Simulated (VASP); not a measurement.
# BiTe (Fm-3m) in VASP: notebook

Aim: see how the results for BiTe move with the level of theory and the settings. Levels: r2SCAN, LDA. Tasks: single point, relaxation of cell and atoms.

All numbers are computed with VASP 6.6.1; they aren't measurements. Logs are shortened: lines on timing, memory, paths and dates and some standing lists are left out, and cuts for length are marked.

## (1) The cell of the first run

Symmetry: Fm-3m, No. 225, cubic system. Conventional cell: a = 6.475 Å, b = 6.475 Å, c = 6.475 Å, α = 90.00°, β = 90.00°, γ = 90.00°. Within 4.3 Å of Bi (site symmetry m-3m) lie 6 Te at 3.24 Å. Te (site symmetry m-3m) has 6 Bi at 3.24 Å within 4.3 Å.

## (2) Single point, r2SCAN

POSCAR

```
BiTe
1.0
    0.0000000000      3.2373303535      3.2373303535
    3.2373303535      0.0000000000      3.2373303535
    3.2373303535      3.2373303535      0.0000000000
Bi Te
1 1
Direct
    0.0000000000      0.0000000000      0.0000000000
    0.5000000000      0.5000000000      0.5000000000
```

INCAR.step1

```
SYSTEM = BiTe
PREC     = Accurate       ! precision mode
ENCUT    = 520            ! plane-wave cutoff, eV
ISMEAR   = -1             ! smearing method
SIGMA    = 0.05           ! smearing width, eV
LREAL    = .FALSE.        ! projectors in reciprocal space
LASPH    = .TRUE.         ! aspherical terms in the spheres
NELM     = 80             ! most SCF steps
NBANDS   = 18             ! bands
GGA      = PE             ! functional
ALGO     = Normal         ! electronic algorithm
EDIFF    = 1E-4           ! SCF threshold, eV
LWAVE    = .TRUE.         ! write WAVECAR
LCHARG   = .FALSE.        ! write CHGCAR
```

INCAR.step2

```
SYSTEM = BiTe
PREC     = Accurate       ! precision mode
ENCUT    = 520            ! plane-wave cutoff, eV
EDIFF    = 1E-6           ! SCF threshold, eV
ISMEAR   = -1             ! smearing method
SIGMA    = 0.05           ! smearing width, eV
LREAL    = .FALSE.        ! projectors in reciprocal space
LASPH    = .TRUE.         ! aspherical terms in the spheres
NELM     = 80             ! most SCF steps
ALGO     = Normal         ! electronic algorithm
ISIF     = 2              ! what is computed and relaxed
LWAVE    = .FALSE.        ! write WAVECAR
LCHARG   = .FALSE.        ! write CHGCAR
METAGGA  = R2SCAN         ! meta-GGA
LMIXTAU  = .TRUE.       
NBANDS   = 18             ! bands
ISTART   = 1
```

KPOINTS

```
Automatic mesh
0
G
  7 7 7
  0 0 0
```

Potentials or basis: VASP PAW PBE potentials, release 64 (Bi_d, Te).

Command:

```
> cat potpaw_PBE.64/Bi_d/POTCAR potpaw_PBE.64/Te/POTCAR > POTCAR
> cp INCAR.step1 INCAR
> mpirun -np 1 vasp_std > vasp.out
> cp INCAR.step2 INCAR
> mpirun -np 1 vasp_std > vasp.out
```

OUTCAR:

```text
SYSTEM = BiTe
   PREC = Accurate
   ENCUT = 520
   EDIFF = 1E-6
   ISMEAR = -1
   LREAL = .FALSE.
   LASPH = .TRUE.
   NELM = 80
   ISIF = 2
   METAGGA = R2SCAN
   ISTART = 1

 ion  position               nearest neighbor table
   1  0.000  0.000  0.000-   2 3.24   2 3.24   2 3.24   2 3.24   2 3.24   2 3.24
   2  0.500  0.500  0.500-   1 3.24   1 3.24   1 3.24   1 3.24   1 3.24   1 3.24

  LATTYP: Found a face centered cubic cell.
 ALAT       =     6.4746607070

  Lattice vectors:

 A1 = (   0.0000000000,   3.2373303535,   3.2373303535)
 A2 = (   3.2373303535,   0.0000000000,   3.2373303535)
 A3 = (   3.2373303535,   3.2373303535,   0.0000000000)

Analysis of symmetry for initial positions (statically):
=====================================================================
 Subroutine PRICEL returns:
 Original cell was already a primitive cell.

 Routine SETGRP: Setting up the symmetry group for a
 face centered cubic supercell.

 Subroutine GETGRP returns: Found 48 space group operations
 (whereof 48 operations were pure point group operations)
 out of a pool of 48 trial point group operations.

The static configuration has the point symmetry O_h .

Analysis of symmetry for dynamics (positions and initial velocities):
=====================================================================
 Subroutine PRICEL returns:
 Original cell was already a primitive cell.

 Routine SETGRP: Setting up the symmetry group for a
 face centered cubic supercell.

 Subroutine GETGRP returns: Found 48 space group operations
 (whereof 48 operations were pure point group operations)
 out of a pool of 48 trial point group operations.

The dynamic configuration has the point symmetry O_h .

 Subroutine INISYM returns: Found 48 space group operations
 (whereof 48 operations are pure point group operations),
 and found     1 'primitive' translations

----------------------------------------------------------------------------------------

                                     Primitive cell

  volume of cell :      67.8564

  direct lattice vectors                    reciprocal lattice vectors
     0.000000000  3.237330353  3.237330353    -0.154448248  0.154448248  0.154448248
     3.237330353  0.000000000  3.237330353     0.154448248 -0.154448248  0.154448248
     3.237330353  3.237330353  0.000000000     0.154448248  0.154448248 -0.154448248

  length of vectors
     4.578276492  4.578276492  4.578276492     0.267512212  0.267512212  0.267512212

  position of ions in fractional coordinates (direct lattice)
     0.000000000  0.000000000  0.000000000
     0.500000000  0.500000000  0.500000000

  ion indices of the primitive-cell ions
   primitive index   ion index
                 1           1
                 2           2

----------------------------------------------------------------------------------------

 KPOINTS: Automatic mesh

Automatic generation of k-mesh.
 Grid dimensions read from file:
 generate k-points for:    7    7    7

 Generating k-lattice:

  Cartesian coordinates                     Fractional coordinates (reciprocal lattice)
    -0.022064035  0.022064035  0.022064035     0.142857143  0.000000000  0.000000000
     0.022064035 -0.022064035  0.022064035     0.000000000  0.142857143  0.000000000
     0.022064035  0.022064035 -0.022064035     0.000000000  0.000000000  0.142857143

  Length of vectors
     0.038216030  0.038216030  0.038216030

  Shift w.r.t. Gamma in fractional coordinates (k-lattice)
     0.000000000  0.000000000  0.000000000

 Subroutine IBZKPT returns following result:
 ===========================================

 Found     20 irreducible k-points:

 Following reciprocal coordinates:
            Coordinates               Weight
  0.000000  0.000000  0.000000      1.000000
  0.142857  0.000000  0.000000      8.000000
  0.285714  0.000000  0.000000      8.000000
  0.428571  0.000000  0.000000      8.000000
  0.142857  0.142857  0.000000      6.000000
  0.285714  0.142857  0.000000     24.000000
[... 12 lines left out ...]
 -0.428571  0.428571  0.142857     24.000000
 -0.285714  0.428571  0.142857     24.000000
   k-points           NKPTS =     20   k-points in BZ     NKDIM =     20   number of bands    NBANDS=     18
   number of dos      NEDOS =    301   number of ions     NIONS =      2
   total plane-waves  NPLWV =  46656
   dimension x,y,z NGX =    36 NGY =   36 NGZ =   36
   dimension x,y,z NGXF=    72 NGYF=   72 NGZF=   72
   ions per type =               1   1
   NGX,Y,Z   is equivalent  to a cutoff of  13.07, 13.07, 13.07 a.u.
   NGXF,Y,Z  is equivalent  to a cutoff of  26.14, 26.14, 26.14 a.u.
 SYSTEM =  BiTe
   PREC   = accura    normal or accurate (medium, high low for compatibility)
   ISTART =      1    job   : 0-new  1-cont  2-samecut
   ICHARG =      0    charge: 1-file 2-atom 10-const
   ISPIN  =      1    spin polarized calculation?
   LNONCOLLINEAR =      F non collinear calculations
   LSORBIT =      F    spin-orbit coupling
   LASPH  =      T    aspherical Exc in radial PAW
   ENCUT  =  520.0 eV  38.22 Ry    6.18 a.u.   8.51  8.51  8.51*2*pi/ulx,y,z
   NELM   =     80;   NELMIN=  2; NELMDL=  0     # of ELM steps
   EDIFF  = 0.1E-05   stopping-criterion for ELM
   LREAL  =      F    real-space projection
   EDIFFG = 0.1E-04   stopping-criterion for IOM
   NSW    =      0    number of steps for IOM
   IBRION =     -1    ionic relax: 0-MD 1-quasi-New 2-CG
   NFREE  =      0    steps in history (QN), initial steepest desc. (CG)
   ISIF   =      2    stress and relaxation
   ISYM   =      2    0-nonsym 1-usesym 2-fastsym
   POTIM  = 0.5000    time-step for ionic-motion
   TEBEG  =    0.0;   TEEND  =   0.0 temperature during run
   PSTRESS=    0.0 pullay stress
   NELECT =      21.0000    total number of electrons
   NUPDOWN=      -1.0000    fix difference up-down
   EMIN   =  10.00;   EMAX   =-10.00  energy-range for DOS
   EFERMI =   0.00;   METHOD = LEGACY
   ISMEAR =    -1;   SIGMA  =   0.05  broadening in eV -4-tet -1-fermi 0-gaus
   EFERMI_NEDOS =   21; number of points for ismear=-14 and -15
   IALGO  =     38    algorithm
   IMIX   =      4    mixing-type and parameters
     AMIX     =   0.40;   BMIX     =  1.00
     AMIX_MAG =   1.60;   BMIX_MAG =  1.00
  volume/ion in A,a.u.               =      33.93       228.96
  Fermi-wavevector in a.u.,A,eV,Ry     =   1.107348  2.092585 16.683740  1.226220
  Thomas-Fermi vector in A             =   2.243861
   LORBIT       =      0    0 simple, 1 ext, 2 COOP (PROOUT), +10 PAW based schemes
   METAGGA = R2SCAN    functional components
   LHFCALC =     F    Hartree Fock is set to
   AEXX    =    0.0000 exact exchange contribution
   IVDW    =     0    specifies the selected vdW correction
   LEPSILON=     F    determine dielectric tensor
   LRPA    =     F    only Hartree local field effects (RPA)
 non-spin polarized calculation
  energy-cutoff  :      520.00
  volume of cell :       67.86
 maximum number of plane-waves:      1849
 NGX is ok and might be reduce to    36
   NGX = 17   NGY = 17   NGZ = 17

 number of electron      21.0000000 magnetization

 Free energy of the ion-electron system (eV)
  ---------------------------------------------------
  ext. energy  EPLUGINS =         0.00000000
  ---------------------------------------------------
  free energy    TOTEN  =       -84.01541403 eV

  energy without entropy =      -83.99766254  energy(sigma->0) =      -84.00653829

 E-fermi :   6.6198     XC(G=0):  -9.9873

 val. band max:        6.5576092385   @ k =   0.2857   0.1429   0.0000
 cond. band min:       6.6575250776   @ k =   0.1429   0.1429   0.0000
 fundamental gap:      0.0999158391
 Fermi energy:         6.6197995085

 k-point     1 :       0.0000    0.0000    0.0000
  band No.  band energies     occupation
      1     -17.3317      2.00000
      2     -17.3317      2.00000
      3     -17.3269      2.00000
      4     -17.3269      2.00000
      5     -17.3269      2.00000
      6      -7.5640      2.00000
[... 10 lines left out ...]
     17      13.3197      0.00000
     18      13.5354      0.00000

 k-point     2 :       0.1429    0.0000    0.0000
  band No.  band energies     occupation
      1     -17.3326      2.00000
      2     -17.3326      2.00000
      3     -17.3265      2.00000
      4     -17.3258      2.00000
      5     -17.3257      2.00000
      6      -7.3718      2.00000
[... 10 lines left out ...]
     17      14.4292      0.00000
     18      14.5774      0.00000

 k-point     3 :       0.2857    0.0000    0.0000
  band No.  band energies     occupation
      1     -17.3349      2.00000
      2     -17.3349      2.00000
      3     -17.3257      2.00000
      4     -17.3227      2.00000
      5     -17.3227      2.00000
      6      -6.8059      2.00000
[... 10 lines left out ...]
     17      16.3915      0.00000
     18      16.8144      0.00000

 k-point     4 :       0.4286    0.0000    0.0000
  band No.  band energies     occupation
      1     -17.3368      2.00000
      2     -17.3368      2.00000
      3     -17.3251      2.00000
      4     -17.3201      2.00000
      5     -17.3201      2.00000
      6      -5.9110      2.00000
[... 10 lines left out ...]
     17      15.6698      0.00000
     18      17.1057      0.00000

 k-point     5 :       0.1429    0.1429    0.0000
  band No.  band energies     occupation
      1     -17.3346      2.00000
      2     -17.3309      2.00000
      3     -17.3276      2.00000
      4     -17.3249      2.00000
      5     -17.3249      2.00000
      6      -7.3108      2.00000
[... 10 lines left out ...]
     17      13.6393      0.00000
     18      13.7605      0.00000

 k-point     6 :       0.2857    0.1429    0.0000
  band No.  band energies     occupation
      1     -17.3373      2.00000
      2     -17.3315      2.00000
      3     -17.3273      2.00000
      4     -17.3228      2.00000
      5     -17.3221      2.00000
      6      -6.8804      2.00000
[... 223 lines left out ...]
 k-point    17 :       0.4286    0.2857    0.1429
  band No.  band energies     occupation
      1     -17.3398      2.00000
      2     -17.3319      2.00000
      3     -17.3269      2.00000
      4     -17.3205      2.00000
      5     -17.3204      2.00000
      6      -6.3667      2.00000
[... 10 lines left out ...]
     17      15.6007      0.00000
     18      16.0337      0.00000

 k-point    18 :      -0.4286    0.2857    0.1429
  band No.  band energies     occupation
      1     -17.3406      2.00000
      2     -17.3334      2.00000
      3     -17.3245      2.00000
      4     -17.3213      2.00000
      5     -17.3184      2.00000
      6      -5.5926      2.00000
[... 10 lines left out ...]
     17      16.2057      0.00000
     18      17.5943      0.00000

 k-point    19 :      -0.4286    0.4286    0.1429
  band No.  band energies     occupation
      1     -17.3449      2.00000
      2     -17.3298      2.00000
      3     -17.3277      2.00000
      4     -17.3189      2.00000
      5     -17.3165      2.00000
      6      -5.5951      2.00000
[... 10 lines left out ...]
     17      17.0114      0.00000
     18      17.5230      0.00000

 k-point    20 :      -0.2857    0.4286    0.1429
  band No.  band energies     occupation
      1     -17.3429      2.00000
      2     -17.3319      2.00000
      3     -17.3246      2.00000
      4     -17.3217      2.00000
      5     -17.3165      2.00000
      6      -5.1666      2.00000
[... 10 lines left out ...]
     17      16.5007      0.00000
     18      17.3628      0.00000

------------------------ aborting loop because EDIFF is reached ----------------------------------------

  FORCE on cell =-STRESS in cart. coord.  units (eV):
  Direction    XX          YY          ZZ          XY          YZ          ZX
  --------------------------------------------------------------------------------------
  -------------------------------------------------------------------------------------
  Total       -0.0129597     -0.0129597     -0.0129597      0.0000000      0.0000000     -0.0000000
  in kB       -0.3059953     -0.3059953     -0.3059953      0.0000000      0.0000000     -0.0000000
  external PRESSURE =      -0.3059953 kB  Pullay stress =       0.0000000 kB

 VOLUME and BASIS-vectors are now :
 -----------------------------------------------------------------------------
  energy-cutoff  :      520.00
  volume of cell :       67.86
      direct lattice vectors                 reciprocal lattice vectors
     0.000000000  3.237330353  3.237330353    -0.154448248  0.154448248  0.154448248
     3.237330353  0.000000000  3.237330353     0.154448248 -0.154448248  0.154448248
     3.237330353  3.237330353  0.000000000     0.154448248  0.154448248 -0.154448248

 POSITION                                       TOTAL-FORCE (eV/Angst)
 -----------------------------------------------------------------------------------
      0.00000      0.00000      0.00000         0.000000     -0.000000      0.000000
      3.23733      3.23733      3.23733        -0.000000      0.000000     -0.000000
 -----------------------------------------------------------------------------------
    total drift:                               -0.000000      0.000000      0.000000

  FREE ENERGIE OF THE ION-ELECTRON SYSTEM (eV)
  ---------------------------------------------------
  free  energy   TOTEN  =       -84.0154140264 eV

  energy  without entropy=      -83.9976625449  energy(sigma->0) =      -84.00653829
```

Wall time 50 s (1 thread of Intel Xeon Platinum 8488C (Sapphire Rapids), shared host); peak memory 0.23 GiB.

What came out:

| Quantity | Value |
| --- | --- |
| Free energy | -84.0154 eV |
| Pressure | 0.0 GPa |

Caveat: the PAW data sets were made with another functional, which shifts forces and pressure a little; spin-orbit coupling is left out, which moves the levels of the heavy elements.

## (3) Relaxation of cell and atoms, LDA

This run uses another cell than the first one, of 33.86 Å³/atom, 0.998 times its volume.

INCAR

```
ALGO = Normal ; EDIFF = 1E-7
EDIFFG = -0.01 ; ENCUT = 600
GGA = CA ; IBRION = 2
ISIF = 3 ; ISMEAR = -1
LASPH = True ; LCHARG = False
LREAL = False ; LWAVE = False
NELM = 100 ; NSW = 60
PREC = Accurate ; SIGMA = 0.05
```

KPOINTS

```
k-points
0
Gamma
  7 7 7
```

POSCAR

```
BiTe
1.0
    0.0000000000      3.2350000000      3.2350000000
    3.2350000000      0.0000000000      3.2350000000
    3.2350000000      3.2350000000      0.0000000000
Bi Te
1 1
Direct
    0.0000000000      0.0000000000      0.0000000000
    0.5000000000      0.5000000000      0.5000000000
```

Potentials or basis: VASP PAW LDA potentials, release 64 (Bi_d, Te).

Command:

```
> cat potpaw_LDA.64/Bi_d/POTCAR potpaw_LDA.64/Te/POTCAR > POTCAR
> mpirun -np 1 vasp_std > vasp.out
```

Run time: 37 s. Hardware: 1 thread of Intel Xeon Platinum 8488C (Sapphire Rapids), shared host; peak memory 0.2 GiB.

Results (log left out):

```
Free energy                            : -8.5009 eV
Relaxed volume                         : 32.17 Å³/atom
Relaxed cell                           : a = 4.498 Å, b = 4.498 Å, c = 4.498 Å, α = 60.00°, β = 60.00°, γ = 60.00°
Space group after relaxing (to 0.05 Å) : Fm-3m (No. 225)
Energy gained by relaxing              : 14.2 meV/atom
Ionic steps                            : 3
Pressure after relaxing                : 0.0 GPa
```

Step by step:
| step | energy change (eV) | largest force (eV/Å) | pressure (GPa) | volume (Å³) |
| --- | --- | --- | --- | --- |
| 1 | 0.0000 | 0.0000 | -2.58 | 67.71 |
| 2 | -0.0188 | 0.0000 | 1.73 | 62.51 |
| 3 | -0.0284 | 0.0000 | -0.01 | 64.34 |

Final structure:
```
Bi Te
1.0
     0.00000    3.18041    3.18041
     3.18041    0.00000    3.18041
     3.18041    3.18041    0.00000
Bi Te
1 1
Cartesian
  0.0000 0.0000 0.0000
  3.1804 3.1804 3.1804
```

Levels at points of the mesh, in eV from the Fermi level:
```tsv
k point	band 6	band 7	band 8	band 9	band 10	band 11	band 12	band 13	band 14
(0.00, 0.00, 0.00)	-13.93	-8.01	-2.69	-2.69	-2.69	2.20	2.20	2.20	4.57
```

Caveat: spin-orbit coupling is left out, which moves the levels of the heavy elements. LDA usually gives volumes a few per cent too small.
